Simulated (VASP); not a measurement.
# W (Fm-3m) in VASP: further runs

The runs below take W through single point, with LDA.

All numbers are computed with VASP 6.6.1; they aren't measurements. Logs are shortened: lines on timing, memory, paths and dates and some standing lists are left out, and cuts for length are marked.

## 1. The cell of the first run

The structure is cubic, space group Fm-3m (No. 225). The conventional cell has a = 3.949 Å, b = 3.949 Å, c = 3.949 Å, α = 90.00°, β = 90.00°, γ = 90.00°. W (site symmetry m-3m) has 12 W at 2.79 Å within 3.7 Å.

## 2. Single point, LDA

INCAR

```
ALGO     = Normal         # electronic algorithm
EDIFF    = 1E-6           # SCF threshold, eV
ENCUT    = 520            # plane-wave cutoff, eV
GGA      = CA             # functional
ISIF     = 2              # what is computed and relaxed
ISMEAR   = -1             # smearing method
LASPH    = T              # aspherical terms in the spheres
LCHARG   = F              # write CHGCAR
LREAL    = F              # projectors in reciprocal space
LWAVE    = F              # write WAVECAR
NBANDS   = 13             # bands
NELM     = 80             # most SCF steps
PREC     = Accurate       # precision mode
SIGMA    = 0.15           # smearing width, eV
```

KPOINTS

```
k-points
0
Gamma
  12 12 12
```

POSCAR

```
W
1.0
    0.0000000000      1.9743553172      1.9743553172
    1.9743553172      0.0000000000      1.9743553172
    1.9743553172      1.9743553172      0.0000000000
W
1
Direct
    0.0000000000      0.0000000000      0.0000000000
```

Potentials or basis: VASP PAW LDA potentials, release 64 (W_sv).

Started as:

```bash
$ cat potpaw_LDA.64/W_sv/POTCAR > POTCAR
$ mpirun -np 1 vasp_std > vasp.out
```

OUTCAR:

```text
EDIFF = 1E-6
   ENCUT = 520
   GGA = CA
   ISIF = 2
   ISMEAR = -1
   LASPH = T
   LREAL = F
   NELM = 80
   PREC = Accurate

 ion  position               nearest neighbor table
   1  0.000  0.000  0.000-

  LATTYP: Found a face centered cubic cell.
 ALAT       =     3.9487106344

  Lattice vectors:

 A1 = (   0.0000000000,   1.9743553172,   1.9743553172)
 A2 = (   1.9743553172,   0.0000000000,   1.9743553172)
 A3 = (   1.9743553172,   1.9743553172,   0.0000000000)

Analysis of symmetry for initial positions (statically):
=====================================================================
 Subroutine PRICEL returns:
 Original cell was already a primitive cell.

 Routine SETGRP: Setting up the symmetry group for a
 face centered cubic supercell.

 Subroutine GETGRP returns: Found 48 space group operations
 (whereof 48 operations were pure point group operations)
 out of a pool of 48 trial point group operations.

The static configuration has the point symmetry O_h .

Analysis of symmetry for dynamics (positions and initial velocities):
=====================================================================
 Subroutine PRICEL returns:
 Original cell was already a primitive cell.

 Routine SETGRP: Setting up the symmetry group for a
 face centered cubic supercell.

 Subroutine GETGRP returns: Found 48 space group operations
 (whereof 48 operations were pure point group operations)
 out of a pool of 48 trial point group operations.

The dynamic configuration has the point symmetry O_h .

 Subroutine INISYM returns: Found 48 space group operations
 (whereof 48 operations are pure point group operations),
 and found     1 'primitive' translations

----------------------------------------------------------------------------------------

                                     Primitive cell

  volume of cell :      15.3924

  direct lattice vectors                    reciprocal lattice vectors
     0.000000000  1.974355317  1.974355317    -0.253247222  0.253247222  0.253247222
     1.974355317  0.000000000  1.974355317     0.253247222 -0.253247222  0.253247222
     1.974355317  1.974355317  0.000000000     0.253247222  0.253247222 -0.253247222

  length of vectors
     2.792160067  2.792160067  2.792160067     0.438637056  0.438637056  0.438637056

  position of ions in fractional coordinates (direct lattice)
     0.000000000  0.000000000  0.000000000

  ion indices of the primitive-cell ions
   primitive index   ion index
                 1           1

----------------------------------------------------------------------------------------

 KPOINTS: k-points

Automatic generation of k-mesh.
 Grid dimensions read from file:
 generate k-points for:   12   12   12

 Generating k-lattice:

  Cartesian coordinates                     Fractional coordinates (reciprocal lattice)
    -0.021103935  0.021103935  0.021103935     0.083333333  0.000000000  0.000000000
     0.021103935 -0.021103935  0.021103935     0.000000000  0.083333333  0.000000000
     0.021103935  0.021103935 -0.021103935     0.000000000  0.000000000  0.083333333

  Length of vectors
     0.036553088  0.036553088  0.036553088

  Shift w.r.t. Gamma in fractional coordinates (k-lattice)
     0.000000000  0.000000000  0.000000000

 Subroutine IBZKPT returns following result:
 ===========================================

 Found     72 irreducible k-points:

 Following reciprocal coordinates:
            Coordinates               Weight
  0.000000  0.000000  0.000000      1.000000
  0.083333  0.000000  0.000000      8.000000
  0.166667  0.000000  0.000000      8.000000
  0.250000  0.000000  0.000000      8.000000
  0.333333  0.000000  0.000000      8.000000
  0.416667  0.000000  0.000000      8.000000
[... 16 lines left out ...]
  0.500000  0.166667  0.000000     24.000000
 -0.416667  0.166667  0.000000     24.000000
 [... further k-points ...]
   k-points           NKPTS =     72   k-points in BZ     NKDIM =     72   number of bands    NBANDS=     13
   number of dos      NEDOS =    301   number of ions     NIONS =      1
   total plane-waves  NPLWV =  13824
   dimension x,y,z NGX =    24 NGY =   24 NGZ =   24
   dimension x,y,z NGXF=    48 NGYF=   48 NGZF=   48
   ions per type =               1
   NGX,Y,Z   is equivalent  to a cutoff of  14.29, 14.29, 14.29 a.u.
   NGXF,Y,Z  is equivalent  to a cutoff of  28.58, 28.58, 28.58 a.u.
 SYSTEM =  unknown system
   PREC   = accura    normal or accurate (medium, high low for compatibility)
   ISTART =      0    job   : 0-new  1-cont  2-samecut
   ICHARG =      2    charge: 1-file 2-atom 10-const
   ISPIN  =      1    spin polarized calculation?
   LNONCOLLINEAR =      F non collinear calculations
   LSORBIT =      F    spin-orbit coupling
   LASPH  =      T    aspherical Exc in radial PAW
   ENCUT  =  520.0 eV  38.22 Ry    6.18 a.u.   5.19  5.19  5.19*2*pi/ulx,y,z
   NELM   =     80;   NELMIN=  2; NELMDL= -5     # of ELM steps
   EDIFF  = 0.1E-05   stopping-criterion for ELM
   LREAL  =      F    real-space projection
   EDIFFG = 0.1E-04   stopping-criterion for IOM
   NSW    =      0    number of steps for IOM
   IBRION =     -1    ionic relax: 0-MD 1-quasi-New 2-CG
   NFREE  =      0    steps in history (QN), initial steepest desc. (CG)
   ISIF   =      2    stress and relaxation
   ISYM   =      2    0-nonsym 1-usesym 2-fastsym
   POTIM  = 0.5000    time-step for ionic-motion
   TEBEG  =    0.0;   TEEND  =   0.0 temperature during run
   PSTRESS=    0.0 pullay stress
   NELECT =      14.0000    total number of electrons
   NUPDOWN=      -1.0000    fix difference up-down
   EMIN   =  10.00;   EMAX   =-10.00  energy-range for DOS
   EFERMI =   0.00;   METHOD = LEGACY
   ISMEAR =    -1;   SIGMA  =   0.15  broadening in eV -4-tet -1-fermi 0-gaus
   EFERMI_NEDOS =   21; number of points for ismear=-14 and -15
   IALGO  =     38    algorithm
   IMIX   =      4    mixing-type and parameters
     AMIX     =   0.40;   BMIX     =  1.00
     AMIX_MAG =   1.60;   BMIX_MAG =  1.00
  volume/ion in A,a.u.               =      15.39       103.87
  Fermi-wavevector in a.u.,A,eV,Ry     =   1.586167  2.997421 34.231241  2.515925
  Thomas-Fermi vector in A             =   2.685520
   LORBIT       =      0    0 simple, 1 ext, 2 COOP (PROOUT), +10 PAW based schemes
   GGA     = CA    functional components
   LHFCALC =     F    Hartree Fock is set to
   AEXX    =    0.0000 exact exchange contribution
   IVDW    =     0    specifies the selected vdW correction
   LEPSILON=     F    determine dielectric tensor
   LRPA    =     F    only Hartree local field effects (RPA)
 non-spin polarized calculation
  energy-cutoff  :      520.00
  volume of cell :       15.39
 maximum number of plane-waves:       432
 NGX is ok and might be reduce to    24
   NGX = 11   NGY = 11   NGZ = 11

 number of electron      13.9999999 magnetization

 Free energy of the ion-electron system (eV)
  ---------------------------------------------------
  ext. energy  EPLUGINS =         0.00000000
  ---------------------------------------------------
  free energy    TOTEN  =       -13.64956261 eV

  energy without entropy =      -13.57160265  energy(sigma->0) =      -13.61058263

 E-fermi :  11.2906     XC(G=0): -13.9821

 val. band max:       11.2388824372   @ k =   0.5000   0.1667   0.0833
 cond. band min:      11.2918773580   @ k =  -0.4167   0.1667   0.0000
 fundamental gap:      0.0529949208
 Fermi energy:        11.2905782526

 k-point     1 :       0.0000    0.0000    0.0000
  band No.  band energies     occupation
      1     -61.8357      2.00000
      2     -25.6191      2.00000
      3     -25.6191      2.00000
      4     -25.6191      2.00000
      5       2.0388      2.00000
      6      10.5992      1.98027
      7      10.5992      1.98027
      8      10.5992      1.98027
      9      13.9892      0.00000
     10      13.9892      0.00000
     11      24.2080      0.00000
     12      29.6840      0.00000
     13      29.6840      0.00000

 k-point     2 :       0.0833    0.0000    0.0000
  band No.  band energies     occupation
      1     -61.8260      2.00000
      2     -25.7240      2.00000
      3     -25.6322      2.00000
      4     -25.6322      2.00000
      5       2.3677      2.00000
      6      10.3532      1.99614
      7      10.7499      1.94705
      8      10.7499      1.94705
      9      13.8491      0.00000
     10      13.8491      0.00000
     11      24.8581      0.00000
     12      28.4898      0.00000
     13      30.3032      0.00000

 k-point     3 :       0.1667    0.0000    0.0000
  band No.  band energies     occupation
      1     -61.7994      2.00000
      2     -26.0038      2.00000
      3     -25.6678      2.00000
      4     -25.6678      2.00000
      5       3.2581      2.00000
      6       9.8482      1.99987
      7      11.0482      1.66838
      8      11.0482      1.66838
      9      13.6801      0.00000
     10      13.6801      0.00000
     11      25.8638      0.00000
     12      27.3456      0.00000
     13      32.0286      0.00000
[... 305 lines left out ...]
 k-point    23 :       0.5000    0.1667    0.0000
  band No.  band energies     occupation
      1     -61.6772      2.00000
      2     -26.9210      2.00000
      3     -26.0333      2.00000
      4     -25.8948      2.00000
      5       6.3253      2.00000
      6       9.0532      2.00000
      7      10.6807      1.96629
      8      11.4414      0.53566
      9      16.8511      0.00000
     10      18.0103      0.00000
     11      22.0421      0.00000
     12      26.4185      0.00000
     13      30.0686      0.00000

 k-point    24 :      -0.4167    0.1667    0.0000
  band No.  band energies     occupation
      1     -61.6748      2.00000
      2     -26.9335      2.00000
      3     -26.0816      2.00000
      4     -25.8645      2.00000
      5       6.4208      2.00000
      6       9.1138      2.00000
      7      10.9625      1.79819
      8      11.2919      0.99567
      9      16.0617      0.00000
     10      18.6961      0.00000
     11      21.9949      0.00000
     12      26.4209      0.00000
     13      29.8755      0.00000

 [... further k-points ...]
[... 5 lines left out ...]
  --------------------------------------------------------------------------------------
  -------------------------------------------------------------------------------------
  Total        0.7578897      0.7578897      0.7578897      0.0000000     -0.0000000      0.0000000
  in kB       78.8879459     78.8879459     78.8879459      0.0000000     -0.0000000      0.0000000
  external PRESSURE =      78.8879459 kB  Pullay stress =       0.0000000 kB

 VOLUME and BASIS-vectors are now :
 -----------------------------------------------------------------------------
  energy-cutoff  :      520.00
  volume of cell :       15.39
      direct lattice vectors                 reciprocal lattice vectors
     0.000000000  1.974355317  1.974355317    -0.253247222  0.253247222  0.253247222
     1.974355317  0.000000000  1.974355317     0.253247222 -0.253247222  0.253247222
     1.974355317  1.974355317  0.000000000     0.253247222  0.253247222 -0.253247222

 POSITION                                       TOTAL-FORCE (eV/Angst)
 -----------------------------------------------------------------------------------
      0.00000      0.00000      0.00000         0.000000      0.000000      0.000000
 -----------------------------------------------------------------------------------
    total drift:                               -0.000000     -0.000000     -0.000000

  FREE ENERGIE OF THE ION-ELECTRON SYSTEM (eV)
  ---------------------------------------------------
  free  energy   TOTEN  =       -13.6495626074 eV

  energy  without entropy=      -13.5716026474  energy(sigma->0) =      -13.61058263
```

Wall time 20 s (1 thread of AMD EPYC 7R13, shared host); peak memory 0.11 GiB.

What came out:

- Free energy: -13.6496 eV
- Pressure: 7.9 GPa
- Band gap on the k mesh: zero (band 7 reaches 14.85 eV, above the bottom of band 8 at 10.60 eV)

Caveat: spin-orbit coupling is left out, which moves the levels of the heavy elements.

## 3. Single point, LDA

This run uses another cell than the first one, of 16.06 Å³/atom, 1.043 times its volume.

INCAR

```
SYSTEM = W
  PREC = Accurate
  ENCUT = 520
  EDIFF = 1E-6
  ISMEAR = -1
  SIGMA = 0.15
  LREAL = .FALSE.
  LASPH = .TRUE.
  NELM = 60
  ALGO = Normal
  ISIF = 2
  LWAVE = .FALSE.
  LCHARG = .FALSE.
  GGA = CA
  NBANDS = 13
```

KPOINTS

```
regular mesh
0
G
  12 12 12
  0 0 0
```

POSCAR

```
W
1.0
    0.0000000000      2.0025642044      2.0025642044
    2.0025642044      0.0000000000      2.0025642044
    2.0025642044      2.0025642044      0.0000000000
W
1
Direct
    0.0000000000      0.0000000000      0.0000000000
```

Potentials or basis: VASP PAW LDA potentials, release 64 (W_sv).

Started as:

```bash
$ cat potpaw_LDA.64/W_sv/POTCAR > POTCAR
$ mpirun -np 1 vasp_std > vasp.out
```

OUTCAR:

```text
SYSTEM = W
   PREC = Accurate
   ENCUT = 520
   EDIFF = 1E-6
   ISMEAR = -1
   LREAL = .FALSE.
   LASPH = .TRUE.
   NELM = 60
   ISIF = 2
   GGA = CA

 ion  position               nearest neighbor table
   1  0.000  0.000  0.000-

  LATTYP: Found a face centered cubic cell.
 ALAT       =     4.0051284088

  Lattice vectors:

 A1 = (   0.0000000000,   2.0025642044,   2.0025642044)
 A2 = (   2.0025642044,   0.0000000000,   2.0025642044)
 A3 = (   2.0025642044,   2.0025642044,   0.0000000000)

Analysis of symmetry for initial positions (statically):
=====================================================================
 Subroutine PRICEL returns:
 Original cell was already a primitive cell.

 Routine SETGRP: Setting up the symmetry group for a
 face centered cubic supercell.

 Subroutine GETGRP returns: Found 48 space group operations
 (whereof 48 operations were pure point group operations)
 out of a pool of 48 trial point group operations.

The static configuration has the point symmetry O_h .

Analysis of symmetry for dynamics (positions and initial velocities):
=====================================================================
 Subroutine PRICEL returns:
 Original cell was already a primitive cell.

 Routine SETGRP: Setting up the symmetry group for a
 face centered cubic supercell.

 Subroutine GETGRP returns: Found 48 space group operations
 (whereof 48 operations were pure point group operations)
 out of a pool of 48 trial point group operations.

The dynamic configuration has the point symmetry O_h .

 Subroutine INISYM returns: Found 48 space group operations
 (whereof 48 operations are pure point group operations),
 and found     1 'primitive' translations

[... 109 lines left out ...]
   IALGO  =     38    algorithm
   IMIX   =      4    mixing-type and parameters
     AMIX     =   0.40;   BMIX     =  1.00
     AMIX_MAG =   1.60;   BMIX_MAG =  1.00
  volume/ion in A,a.u.               =      16.06       108.39
  Fermi-wavevector in a.u.,A,eV,Ry     =   1.563823  2.955198 33.273644  2.445544
  Thomas-Fermi vector in A             =   2.666538
   LORBIT       =      0    0 simple, 1 ext, 2 COOP (PROOUT), +10 PAW based schemes
   GGA     = CA    functional components
   LHFCALC =     F    Hartree Fock is set to
   AEXX    =    0.0000 exact exchange contribution
   IVDW    =     0    specifies the selected vdW correction
   LEPSILON=     F    determine dielectric tensor
   LRPA    =     F    only Hartree local field effects (RPA)
 non-spin polarized calculation
  energy-cutoff  :      520.00
  volume of cell :       16.06
 maximum number of plane-waves:       448
 NGX is ok and might be reduce to    24
   NGX = 11   NGY = 11   NGZ = 11

 number of electron      14.0000000 magnetization

 Free energy of the ion-electron system (eV)
  ---------------------------------------------------
  ext. energy  EPLUGINS =         0.00000000
  ---------------------------------------------------
  free energy    TOTEN  =       -13.65386040 eV

  energy without entropy =      -13.57125490  energy(sigma->0) =      -13.61255765

 E-fermi :  10.6867     XC(G=0): -13.7434

 val. band max:       10.6532522379   @ k =   0.5000   0.1667   0.0833
 cond. band min:      10.7088016102   @ k =  -0.4167   0.1667   0.0000
 fundamental gap:      0.0555493722
 Fermi energy:        10.6866808397

 k-point     1 :       0.0000    0.0000    0.0000
  band No.  band energies     occupation
      1     -62.5188      2.00000
      2     -26.3680      2.00000
      3     -26.3680      2.00000
      4     -26.3680      2.00000
      5       1.6419      2.00000
      6      10.0472      1.97224
      7      10.0472      1.97224
      8      10.0472      1.97224
      9      13.2360      0.00000
     10      13.2360      0.00000
     11      23.5526      0.00000
     12      28.8125      0.00000
     13      28.8125      0.00000
[... 354 lines left out ...]
  band No.  band energies     occupation
      1     -62.3859      2.00000
      2     -27.5091      2.00000
      3     -26.7697      2.00000
      4     -26.5825      2.00000
      5       5.9952      2.00000
      6       8.6382      2.00000
      7      10.2979      1.86065
      8      10.7088      0.92640
      9      15.1938      0.00000
     10      17.6865      0.00000
     11      20.7986      0.00000
     12      25.5764      0.00000
     13      28.6249      0.00000

 [... further k-points ...]
[... 5 lines left out ...]
  --------------------------------------------------------------------------------------
  -------------------------------------------------------------------------------------
  Total       -0.5558450     -0.5558450     -0.5558450      0.0000000      0.0000000     -0.0000000
  in kB      -55.4466001    -55.4466001    -55.4466001      0.0000000      0.0000000     -0.0000000
  external PRESSURE =     -55.4466001 kB  Pullay stress =       0.0000000 kB

 VOLUME and BASIS-vectors are now :
 -----------------------------------------------------------------------------
  energy-cutoff  :      520.00
  volume of cell :       16.06
      direct lattice vectors                 reciprocal lattice vectors
     0.000000000  2.002564204  2.002564204    -0.249679885  0.249679885  0.249679885
     2.002564204  0.000000000  2.002564204     0.249679885 -0.249679885  0.249679885
     2.002564204  2.002564204  0.000000000     0.249679885  0.249679885 -0.249679885

 POSITION                                       TOTAL-FORCE (eV/Angst)
 -----------------------------------------------------------------------------------
      0.00000      0.00000      0.00000         0.000000      0.000000      0.000000
 -----------------------------------------------------------------------------------
    total drift:                               -0.000000      0.000000     -0.000000

  FREE ENERGIE OF THE ION-ELECTRON SYSTEM (eV)
  ---------------------------------------------------
  free  energy   TOTEN  =       -13.6538603983 eV

  energy  without entropy=      -13.5712549040  energy(sigma->0) =      -13.61255765
```

OSZICAR:

```text
N       E                     dE             d eps       ncg     rms          rms(c)
DAV:   1     0.836009158561E+02    0.83601E+02   -0.74787E+03  1872   0.122E+03
DAV:   2    -0.126358345831E+02   -0.96237E+02   -0.92511E+02  2037   0.315E+02
DAV:   3    -0.142954278510E+02   -0.16596E+01   -0.16503E+01  2122   0.400E+01
DAV:   4    -0.143025939724E+02   -0.71661E-02   -0.71656E-02  2032   0.289E+00
DAV:   5    -0.143026563733E+02   -0.62401E-04   -0.62401E-04  2157   0.253E-01    0.199E+01
DAV:   6    -0.137853115729E+02    0.51734E+00   -0.42410E-01  1977   0.830E+00    0.778E+00
DAV:   7    -0.136590249734E+02    0.12629E+00   -0.18922E-01  2067   0.516E+00    0.430E-01
DAV:   8    -0.136538983499E+02    0.51266E-02   -0.41833E-03  1892   0.879E-01    0.536E-02
DAV:   9    -0.136538560269E+02    0.42323E-04   -0.69243E-05  2260   0.928E-02    0.371E-02
DAV:  10    -0.136538604280E+02   -0.44011E-05   -0.44013E-06  1997   0.268E-02    0.484E-03
DAV:  11    -0.136538603983E+02    0.29715E-07   -0.85044E-08  1051   0.321E-03
   1 F= -.13653860E+02 E0= -.13612558E+02  d E =-.826055E-01
```

Run time: 21 s. Hardware: 1 thread of AMD EPYC 7R13, shared host; peak memory 0.11 GiB.

Results:

* Free energy: -13.6539 eV
* Pressure: -5.5 GPa
* Band gap on the k mesh: zero (band 7 reaches 13.97 eV, above the bottom of band 8 at 10.05 eV)

Caveat: spin-orbit coupling is left out, which moves the levels of the heavy elements.

(Continued in part 2 of 2.)
